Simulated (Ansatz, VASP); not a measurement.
**InSb in VASP and in Ansatz**

The input INCAR:

```
ALGO = Normal
EDIFF = 1E-7
ENCUT = 520
GGA = PE
ISIF = 2
ISMEAR = 0
IVDW = 12
LASPH = True
LCHARG = True
LELF = True
LREAL = False
LVHAR = True
LWAVE = False
NBANDS = 16
NELM = 80
PREC = Accurate
SIGMA = 0.15
```

Contents of KPOINTS:

```
k-points
0
Gamma
  12 12 12
```

POSCAR

```
InSb
1.0
    3.6553459200      0.0000000000      0.0000000000
    0.0000000000      3.9599580800      0.0000000000
    0.0000000000      0.0000000000      3.8076520000
In Sb
1 1
Direct
    0.0000000000      0.0000000000      0.0000000000
    0.5000000000      0.5000000000      0.5000000000
```

Input for Ansatz:

```yaml
crystal:
  lattice:
    - [3.65534592, 0.0, 0.0]
    - [0.0, 3.95995808, 0.0]
    - [0.0, 0.0, 3.807652]
  atoms:
    - { symbol: In, position: [0.0, 0.0, 0.0] }
    - { symbol: Sb, position: [0.5, 0.5, 0.5] }
basis:
  ecutwfc: 420
kpoints:
  mp_grid: { grid: [12, 12, 12] }
hamiltonian:
  xc: pbe
  dispersion: d3bj
scf:
  occupations: { method: gaussian, width: 0.15 }
output:
  forces: true
  stress: true
  eigenvalues: true
```

Change from the starting cell: strain -0.0400 x Voigt [1, -1, 0, 0, 0, 0], atoms carried along.

Alike in both runs: task single point; functional PBE; dispersion D3(BJ); k mesh 12 × 12 × 12; occupations gaussian, width 0.15 eV; no spin polarisation.

|  | VASP | Ansatz |
| --- | --- | --- |
| version | VASP 6.6.1 | Ansatz 0.2.0 |
| potentials or method | VASP PAW PBE potentials, release 64 (In_d, Sb), cutoff 520 eV | scalar-relativistic, plane waves, PAW |
| valence electrons in the cell | 18 | 28 |

|  | VASP | Ansatz | Ansatz less VASP |
| --- | --- | --- | --- |
| gap on the k mesh at the Fermi level (eV) | none | none | - |
| pressure (GPa) | -2.4 | -2.3 | +0.06 |
| traceless stress, the component that is largest in VASP (GPa) | -0.33 | -0.33 | -0.003 |

A gap of «none» marks a metal or a gap that the smearing closes. VASP's potentials hold 18 valence electrons a cell and Ansatz's 28, so a difference there can come from the potentials and not from the codes.

Spin-orbit coupling is off throughout.
